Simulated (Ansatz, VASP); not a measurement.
**MnO2 in VASP and in Ansatz**

```
CELL_PARAMETERS angstrom
1.44723 0.83556 4.64425
-1.44723 0.83556 4.64425
0.00000 -1.67112 4.64425
ATOMIC_POSITIONS crystal
Mn 0.00000 0.00000 0.00000
O 0.73564 0.73564 0.73564
O 0.26436 0.26436 0.26436
```

Alike in both runs: task single point; functional PBE; k mesh 11 × 11 × 11; occupations fermi-dirac, width 0.05 eV; collinear spin.

|  | VASP | Ansatz |
| --- | --- | --- |
| version | VASP 6.6.1 | Ansatz 0.2.0 |
| potentials or method | VASP PAW PBE potentials, release 64 (Mn_pv, O) | Ansatz PAW |
| plane-wave cutoff (eV) | 520 | 420 |
| valence electrons in the cell | 25 | 27 |

|  | VASP | Ansatz | Ansatz less VASP |
| --- | --- | --- | --- |
| gap on the k mesh at the Fermi level (eV) | 0.98 | 1.01 | +0.037 |
| least direct gap on the mesh (eV) | 1.05 | 1.09 | +0.036 |
| pressure (GPa) | -1.6 | -2.6 | -0.94 |
| traceless stress, the component that is largest in VASP (GPa) | 1.19 | 1.56 | +0.373 |
| rms of the force components (eV/Å) | 0.110 | 0.149 | +0.0393 |
| net moment per atom (μB) | 1.00 | 1.00 | 0.000 |
| size of the moment on the site where the two differ most (μB) | 2.87 | 2.54 | -0.334 |

Site moments also hang on the region over which each program counts them. Atom by atom the forces differ by 0.039 eV/Å (rms over components). VASP's potentials hold 25 valence electrons a cell and Ansatz's 27, so a difference there can come from the potentials and not from the codes.

Noted on Ansatz's run: odd divisions of the mesh miss points on the zone boundary, where band edges often lie, so the gap on the mesh can be too wide.
